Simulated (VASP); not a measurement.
# Ta2AlC2N (I4/mmm) in VASP: notebook

Ta2AlC2N is run at these levels: PBE; tasks: single point, relaxation of cell and atoms.

All numbers are computed with VASP 6.6.1; they aren't measurements. Logs are shortened: lines on timing, memory, paths and dates and some standing lists are left out, and cuts for length are marked.

### Step 1. The cell of the first run

It takes space group I4/mmm (No. 139, tetragonal). Conventional cell: a = 4.499 Å, b = 4.499 Å, c = 7.182 Å, α = 90.00°, β = 90.00°, γ = 90.00°. Within 3.0 Å of Ta (site symmetry -4m2) lie 4 C at 2.30 Å and 4 Al at 2.88 Å and 4 N at 2.88 Å. Al (site symmetry 4/mmm) has 2 C at 2.30 Å and 8 Ta at 2.88 Å within 3.0 Å. Within 1.7 Å of C (site symmetry 4mm) lie 1 N at 1.29 Å. N (site symmetry 4/mmm) has 2 C at 1.29 Å within 1.7 Å.

The cell was generated, and may not be a known phase.

### Step 2. Single point, PBE

File INCAR:

```
  ALGO = Normal
  EDIFF = 1E-7
  ENCUT = 520
  GGA = PE
  ISIF = 2
  ISMEAR = 0
  LASPH = T
  LCHARG = T
  LELF = T
  LREAL = F
  LVHAR = T
  LWAVE = F
  NBANDS = 28
  NELM = 100
  PREC = Accurate
  SIGMA = 0.1
```

File KPOINTS:

```
k-points
0
Gamma
  6 6 6
```

File POSCAR:

```
Ta2AlC2N
1.0
   -2.2494053059      2.2494053059      3.5910245459
    2.2494053059     -2.2494053059      3.5910245459
    2.2494053059      2.2494053059     -3.5910245459
Ta Al C N
2 1 2 1
Direct
    0.7500000000      0.2500000000      0.5000000000
    0.2500000000      0.7500000000      0.5000000000
    0.0000000000      0.0000000000      0.0000000000
    0.3197630032      0.3197630032      0.0000000000
    0.6802369968      0.6802369968      0.0000000000
    0.5000000000      0.5000000000      0.0000000000
```

Potentials or basis: VASP PAW PBE potentials, release 64 (Ta_pv, Al, C, N).

Run with:

```
$ cat potpaw_PBE.64/Ta_pv/POTCAR potpaw_PBE.64/Al/POTCAR potpaw_PBE.64/C/POTCAR potpaw_PBE.64/N/POTCAR > POTCAR
$ mpirun -np 1 vasp_std > vasp.out
```

OUTCAR:

```text
EDIFF = 1E-7
   ENCUT = 520
   GGA = PE
   ISIF = 2
   ISMEAR = 0
   LASPH = T
   LREAL = F
   NELM = 100
   PREC = Accurate

 ion  position               nearest neighbor table
   1  0.750  0.250  0.500-   4 2.30   5 2.30   4 2.30   5 2.30   3 2.88   3 2.88   3 2.88   3 2.88
                             2 3.18   2 3.18   2 3.18   2 3.18   2 3.59   2 3.59
   2  0.250  0.750  0.500-   4 2.30   5 2.30   4 2.30   5 2.30   3 2.88   3 2.88   3 2.88   3 2.88
                             1 3.18   1 3.18   1 3.18   1 3.18   1 3.59   1 3.59
   3  0.000  0.000  0.000-   4 2.30   5 2.30   1 2.88   2 2.88   1 2.88   2 2.88   1 2.88   2 2.88
                             1 2.88   2 2.88
   4  0.320  0.320  0.000-   6 1.29   3 2.30   1 2.30   2 2.30   2 2.30   1 2.30
   5  0.680  0.680  0.000-   6 1.29   3 2.30   2 2.30   1 2.30   1 2.30   2 2.30
   6  0.500  0.500  0.000-   4 1.29   5 1.29

  LATTYP: Found a body centered tetragonal cell.
 ALAT       =     4.4988106118
 C/A-ratio  =     1.5964328600

  Lattice vectors:

 A1 = (  -2.2494053059,   2.2494053059,   3.5910245459)
 A2 = (   2.2494053059,  -2.2494053059,   3.5910245459)
 A3 = (   2.2494053059,   2.2494053059,  -3.5910245459)

Analysis of symmetry for initial positions (statically):
=====================================================================
 Subroutine PRICEL returns:
 Original cell was already a primitive cell.

 Routine SETGRP: Setting up the symmetry group for a
 body centered tetragonal supercell.

 Subroutine GETGRP returns: Found 16 space group operations
 (whereof 16 operations were pure point group operations)
 out of a pool of 16 trial point group operations.

The static configuration has the point symmetry D_4h.

Analysis of symmetry for dynamics (positions and initial velocities):
=====================================================================
 Subroutine PRICEL returns:
 Original cell was already a primitive cell.

 Routine SETGRP: Setting up the symmetry group for a
 body centered tetragonal supercell.

 Subroutine GETGRP returns: Found 16 space group operations
 (whereof 16 operations were pure point group operations)
 out of a pool of 16 trial point group operations.

The dynamic configuration has the point symmetry D_4h.

 Subroutine INISYM returns: Found 16 space group operations
 (whereof 16 operations are pure point group operations),
 and found     1 'primitive' translations

----------------------------------------------------------------------------------------

                                     Primitive cell

  volume of cell :      72.6798

  direct lattice vectors                    reciprocal lattice vectors
    -2.249405306  2.249405306  3.591024546     0.000000000  0.222280973  0.139236030
     2.249405306 -2.249405306  3.591024546     0.222280973  0.000000000  0.139236030
     2.249405306  2.249405306 -3.591024546     0.222280973  0.222280973  0.000000000

  length of vectors
     4.797406148  4.797406148  4.797406148     0.262288968  0.262288968  0.314352767

  position of ions in fractional coordinates (direct lattice)
     0.750000000  0.250000000  0.500000000
     0.250000000  0.750000000  0.500000000
     0.000000000  0.000000000  0.000000000
     0.319763003  0.319763003  0.000000000
     0.680236997  0.680236997  0.000000000
     0.500000000  0.500000000  0.000000000

  ion indices of the primitive-cell ions
   primitive index   ion index
                 1           1
                 2           2
                 3           3
                 4           4
                 5           5
                 6           6

----------------------------------------------------------------------------------------

 KPOINTS: k-points

Automatic generation of k-mesh.
 Grid dimensions read from file:
 generate k-points for:    6    6    6

 Generating k-lattice:

  Cartesian coordinates                     Fractional coordinates (reciprocal lattice)
     0.000000000  0.037046829  0.023206005     0.166666667  0.000000000  0.000000000
     0.037046829  0.000000000  0.023206005     0.000000000  0.166666667  0.000000000
     0.037046829  0.037046829  0.000000000     0.000000000  0.000000000  0.166666667

  Length of vectors
     0.043714828  0.043714828  0.052392128

  Shift w.r.t. Gamma in fractional coordinates (k-lattice)
     0.000000000  0.000000000  0.000000000

 Subroutine IBZKPT returns following result:
 ===========================================

 Found     30 irreducible k-points:

 Following reciprocal coordinates:
            Coordinates               Weight
  0.000000  0.000000  0.000000      1.000000
  0.166667  0.000000 -0.000000      8.000000
  0.333333  0.000000  0.000000      8.000000
  0.500000 -0.000000  0.000000      4.000000
  0.166667  0.166667 -0.000000      8.000000
  0.333333  0.166667 -0.000000     16.000000
[... 16 lines left out ...]
 -0.333333 -0.333333  0.166667      8.000000
 -0.166667 -0.333333  0.166667      8.000000
 [... further k-points ...]
   k-points           NKPTS =     30   k-points in BZ     NKDIM =     30   number of bands    NBANDS=     28
   number of dos      NEDOS =    301   number of ions     NIONS =      6
   total plane-waves  NPLWV =  46656
   dimension x,y,z NGX =    36 NGY =   36 NGZ =   36
   dimension x,y,z NGXF=    72 NGYF=   72 NGZF=   72
   ions per type =               2   1   2   1
   NGX,Y,Z   is equivalent  to a cutoff of  12.48, 12.48, 12.48 a.u.
   NGXF,Y,Z  is equivalent  to a cutoff of  24.95, 24.95, 24.95 a.u.
 SYSTEM =  unknown system
   PREC   = accura    normal or accurate (medium, high low for compatibility)
   ISTART =      0    job   : 0-new  1-cont  2-samecut
   ICHARG =      2    charge: 1-file 2-atom 10-const
   ISPIN  =      1    spin polarized calculation?
   LNONCOLLINEAR =      F non collinear calculations
   LSORBIT =      F    spin-orbit coupling
   LASPH  =      T    aspherical Exc in radial PAW
   ENCUT  =  520.0 eV  38.22 Ry    6.18 a.u.   8.92  8.92  8.92*2*pi/ulx,y,z
   NELM   =    100;   NELMIN=  2; NELMDL= -5     # of ELM steps
   EDIFF  = 0.1E-06   stopping-criterion for ELM
   LREAL  =      F    real-space projection
   EDIFFG = 0.1E-05   stopping-criterion for IOM
   NSW    =      0    number of steps for IOM
   IBRION =     -1    ionic relax: 0-MD 1-quasi-New 2-CG
   NFREE  =      0    steps in history (QN), initial steepest desc. (CG)
   ISIF   =      2    stress and relaxation
   ISYM   =      2    0-nonsym 1-usesym 2-fastsym
   POTIM  = 0.5000    time-step for ionic-motion
   TEBEG  =    0.0;   TEEND  =   0.0 temperature during run
   PSTRESS=    0.0 pullay stress
   NELECT =      38.0000    total number of electrons
   NUPDOWN=      -1.0000    fix difference up-down
   EMIN   =  10.00;   EMAX   =-10.00  energy-range for DOS
   EFERMI =   0.00;   METHOD = LEGACY
   ISMEAR =     0;   SIGMA  =   0.10  broadening in eV -4-tet -1-fermi 0-gaus
   EFERMI_NEDOS =   21; number of points for ismear=-14 and -15
   IALGO  =     38    algorithm
   IMIX   =      4    mixing-type and parameters
     AMIX     =   0.40;   BMIX     =  1.00
     AMIX_MAG =   1.60;   BMIX_MAG =  1.00
  volume/ion in A,a.u.               =      12.11        81.74
  Fermi-wavevector in a.u.,A,eV,Ry     =   1.318858  2.492281 23.665796  1.739387
  Thomas-Fermi vector in A             =   2.448798
   LORBIT       =      0    0 simple, 1 ext, 2 COOP (PROOUT), +10 PAW based schemes
   GGA     = PE    functional components
   LHFCALC =     F    Hartree Fock is set to
   AEXX    =    0.0000 exact exchange contribution
   IVDW    =     0    specifies the selected vdW correction
   LEPSILON=     F    determine dielectric tensor
   LRPA    =     F    only Hartree local field effects (RPA)
 non-spin polarized calculation
 Gauss-broadening in eV      SIGMA  =   0.10
  energy-cutoff  :      520.00
  volume of cell :       72.68
 maximum number of plane-waves:      1974
   NGX = 17   NGY = 17   NGZ = 17

 number of electron      38.0000006 magnetization

 Free energy of the ion-electron system (eV)
  ---------------------------------------------------
  ext. energy  EPLUGINS =         0.00000000
  ---------------------------------------------------
  free energy    TOTEN  =       -51.43647352 eV

  energy without entropy =      -51.42857933  energy(sigma->0) =      -51.43252642

 E-fermi :   7.1739     XC(G=0): -11.9934

 val. band max:        7.1310877430   @ k =  -0.3333  -0.3333   0.1667
 cond. band min:       7.1909150293   @ k =   0.3333   0.1667   0.1667
 fundamental gap:      0.0598272863
 Fermi energy:         7.1739220230

 k-point     1 :       0.0000    0.0000    0.0000
  band No.  band energies     occupation
      1     -27.7815      2.00000
      2     -27.7815      2.00000
      3     -27.6531      2.00000
      4     -27.6416      2.00000
      5     -27.5085      2.00000
      6     -27.5085      2.00000
[... 20 lines left out ...]
     27      11.2038      0.00000
     28      11.7028      0.00000

 k-point     2 :       0.1667    0.0000   -0.0000
  band No.  band energies     occupation
      1     -27.7666      2.00000
      2     -27.7637      2.00000
      3     -27.6529      2.00000
      4     -27.6431      2.00000
      5     -27.5309      2.00000
      6     -27.5274      2.00000
[... 20 lines left out ...]
     27      11.6079      0.00000
     28      11.9525      0.00000

 k-point     3 :       0.3333    0.0000    0.0000
  band No.  band energies     occupation
      1     -27.7240      2.00000
      2     -27.7148      2.00000
      3     -27.6521      2.00000
      4     -27.6466      2.00000
      5     -27.5883      2.00000
      6     -27.5784      2.00000
[... 20 lines left out ...]
     27      11.8250      0.00000
     28      12.7909      0.00000

 k-point     4 :       0.5000   -0.0000    0.0000
  band No.  band energies     occupation
      1     -27.6637      2.00000
      2     -27.6594      2.00000
      3     -27.6497      2.00000
      4     -27.6474      2.00000
      5     -27.6470      2.00000
      6     -27.6468      2.00000
[... 578 lines left out ...]
     27      12.0832      0.00000
     28      12.7726      0.00000

 k-point    23 :      -0.3333   -0.3333    0.1667
  band No.  band energies     occupation
      1     -27.8045      2.00000
      2     -27.7103      2.00000
      3     -27.6985      2.00000
      4     -27.6050      2.00000
      5     -27.5904      2.00000
      6     -27.4936      2.00000
[... 20 lines left out ...]
     27      12.4217      0.00000
     28      13.0610      0.00000

 k-point    24 :      -0.1667   -0.3333    0.1667
  band No.  band energies     occupation
      1     -27.7712      2.00000
      2     -27.7680      2.00000
      3     -27.6812      2.00000
      4     -27.6202      2.00000
      5     -27.5276      2.00000
      6     -27.5244      2.00000
[... 20 lines left out ...]
     27      12.2666      0.00000
     28      12.7291      0.00000

 [... further k-points ...]
[... 5 lines left out ...]
  --------------------------------------------------------------------------------------
  -------------------------------------------------------------------------------------
  Total        0.2714843      0.2714843      0.0283863      0.0000000     -0.0000000      0.0000000
  in kB        5.9846879      5.9846879      0.6257566      0.0000000     -0.0000000      0.0000000
  external PRESSURE =       4.1983775 kB  Pullay stress =       0.0000000 kB

 VOLUME and BASIS-vectors are now :
 -----------------------------------------------------------------------------
  energy-cutoff  :      520.00
  volume of cell :       72.68
      direct lattice vectors                 reciprocal lattice vectors
    -2.249405306  2.249405306  3.591024546     0.000000000  0.222280973  0.139236030
     2.249405306 -2.249405306  3.591024546     0.222280973  0.000000000  0.139236030
     2.249405306  2.249405306 -3.591024546     0.222280973  0.222280973  0.000000000

 POSITION                                       TOTAL-FORCE (eV/Angst)
 -----------------------------------------------------------------------------------
      0.00000      2.24941      1.79551        -0.000000     -0.000000     -0.000000
      2.24941      0.00000      1.79551        -0.000000     -0.000000     -0.000000
      0.00000      0.00000      0.00000        -0.000000     -0.000000      0.000000
      0.00000      0.00000      2.29655         0.000000      0.000000     -0.024358
      0.00000      0.00000      4.88550         0.000000      0.000000      0.024358
      0.00000      0.00000      3.59102        -0.000000     -0.000000     -0.000000
 -----------------------------------------------------------------------------------
    total drift:                               -0.000000      0.000000     -0.000000

  FREE ENERGIE OF THE ION-ELECTRON SYSTEM (eV)
  ---------------------------------------------------
  free  energy   TOTEN  =       -51.4364735197 eV

  energy  without entropy=      -51.4285793264  energy(sigma->0) =      -51.43252642
```

It took 41 s on 1 thread of Intel Xeon Platinum 8488C (Sapphire Rapids), shared host; peak memory 0.24 GiB.

What came out:

* Free energy: -51.4365 eV
* Pressure: 0.4 GPa
* Largest force: 0.024 eV/Å
* Band gap on the k mesh: zero (bands 19 and 20 overlap by 2.29 eV)

Forces in eV/Å, atoms in the order of the input:
```
Ta   0.000  0.000  0.000
Ta   0.000  0.000  0.000
Al   0.000  0.000  0.000
C    0.000  0.000 -0.024
C    0.000  0.000  0.024
N    0.000  0.000  0.000
```

Stress tensor (GPa, compression positive):
```
0.60 0.00 0.00
0.00 0.60 0.00
0.00 0.00 0.06
```

Levels at points of the mesh, in eV from the Fermi level:
| k point | band 17 | band 18 | band 19 | band 20 | band 21 | band 22 |
| --- | --- | --- | --- | --- | --- | --- |
| (0.00, 0.00, 0.00) | -1.26 | -1.26 | 1.86 | 1.86 | 2.07 | 2.69 |
| (0.50, 0.00, 0.00) | -1.88 | -0.97 | -0.85 | -0.26 | 0.58 | 1.48 |
| (0.50, 0.50, 0.00) | -2.43 | -1.38 | -0.41 | 1.16 | 2.34 | 2.57 |
| (0.50, 0.50, 0.50) | -1.84 | -0.55 | -0.55 | 1.25 | 1.25 | 1.85 |

Caveat: spin-orbit coupling is left out, which moves the levels of the heavy elements.

(Part 1 of 3 ends here.)

The gap in the log of VASP goes by the Fermi energy; the results here count the filled bands.